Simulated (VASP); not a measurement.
**Si (a cell with a defect): single point with PBEsol**

The system is Si (a cell with a defect).

```
Si
1.0
     0.00000    5.43000    5.43000
     5.43000    0.00000    5.43000
     5.43000    5.43000    0.00000
Si
17
Cartesian
  -0.0228 -0.0740 -0.0724
  1.5944 1.1188 1.1204
  2.7872 2.7360 -0.0724
  3.9984 4.1449 1.3369
  2.7872 -0.0740 2.7376
  3.9983 1.3353 4.1465
  5.1917 2.9515 2.9531
  6.8079 4.1449 4.1465
  0.2199 2.4934 2.4950
  1.2536 3.9740 3.9755
  2.6162 5.5270 2.6130
  4.1693 6.8897 3.9755
  2.6163 2.6115 5.5286
  4.1693 3.9740 6.8912
  5.5318 5.5270 5.5286
  6.5661 7.0072 7.0087
  3.3924 4.7510 4.7525
```

```
Program             : VASP 6.6.1
Task                : single point
Functional          : PBEsol
Potentials or basis : VASP PAW PBE potentials, release 64 (Si)
Cutoff              : 520 eV
k mesh              : 2 × 2 × 2
Occupations         : gaussian, width 0.05 eV
Spin                : no spin polarisation
```

```json
{
 "Pressure": "2.6 GPa",
 "Largest force": "0.009 eV/Å",
 "Band gap on the k mesh": "0.08 eV"
}
```

Forces on the atoms (eV/Å):
```
Si  -0.008 -0.002 -0.002
Si   0.005 -0.004 -0.005
Si   0.002  0.007 -0.002
Si  -0.003  0.003 -0.008
Si   0.002 -0.002  0.008
Si  -0.003 -0.008  0.003
Si  -0.005  0.006  0.005
Si   0.008  0.003  0.003
Si   0.001 -0.003 -0.001
Si   0.001  0.003  0.003
Si   0.005 -0.006  0.004
Si  -0.003 -0.001  0.003
Si   0.005  0.003 -0.005
Si  -0.003  0.003 -0.001
Si  -0.004 -0.006 -0.005
Si  -0.002  0.002  0.002
Si   0.001  0.000 -0.001
```

Stress tensor (GPa, compression positive):
```
 2.58  0.41  0.41
 0.41  2.58 -0.41
 0.41 -0.41  2.58
```

Levels at points of the mesh, in eV from the valence-band top:
```csv
k point,band 30,band 31,band 32,band 33,band 34,band 35,band 36,band 37,band 38,band 39
"(0.00, 0.00, 0.00)",-1.27,-1.10,-0.51,-0.51,-0.32,0.08,0.08,0.40,0.40,0.95
"(0.50, 0.00, 0.00)",-1.22,-1.22,-1.07,-1.07,0.00,0.51,0.51,1.35,1.35,1.37
"(0.00, 0.50, 0.00)",-1.28,-1.21,-1.17,-0.68,-0.19,0.40,0.74,1.05,1.23,1.45
"(0.00, 0.00, 0.50)",-1.28,-1.21,-1.17,-0.68,-0.19,0.40,0.74,1.05,1.23,1.45
"(0.50, 0.50, 0.00)",-1.68,-1.67,-1.51,-0.28,-0.13,0.61,1.59,1.60,1.75,2.10
"(0.50, 0.00, 0.50)",-1.68,-1.67,-1.51,-0.28,-0.13,0.61,1.59,1.60,1.75,2.10
```

Run time: 3 min on 1 thread of Intel(R) Xeon(R) Platinum 8259CL CPU @ 2.50GHz (Skylake/Cascade Lake) (shared host), peak memory 0.45 GiB.

Caveat: the k points lie up to 0.50 Å⁻¹ apart; semilocal functionals underestimate gaps, and a narrow one can read as zero; the PAW data sets were made with another functional, which shifts forces and pressure a little.
